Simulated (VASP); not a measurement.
A run of VASP 6.6.1 is set up as follows.

Contents of INCAR:

```
PREC = Accurate ; ENCUT = 520
EDIFF = 1E-6 ; ISMEAR = -1
SIGMA = 0.05 ; LREAL = F
LASPH = T ; NELM = 100
ALGO = Normal ; ISIF = 2
LWAVE = F ; LCHARG = F
NBANDS = 11
```

File KPOINTS:

```
regular mesh
0
Gamma
  12 12 12
```

File POSCAR:

```
Pd
1.0
    0.0000000000      1.9465000000      1.9465000000
    1.9465000000      0.0000000000      1.9465000000
    1.9465000000      1.9465000000      0.0000000000
Pd
1
Direct
    0.0000000000      0.0000000000      0.0000000000
```

Potentials or basis: VASP PAW LDA potentials, release 64 (Pd).

Run with:

```console
$ cat potpaw_LDA.64/Pd/POTCAR > POTCAR
$ mpirun -np 1 vasp_std > vasp.out
```

Question: What does it give for the band gap on the k mesh?

Answer: Zero (band 5 reaches 9.87 eV, above the bottom of band 6 at 8.29 eV).

Question: Predict the pressure.

Answer: -8.4 GPa.
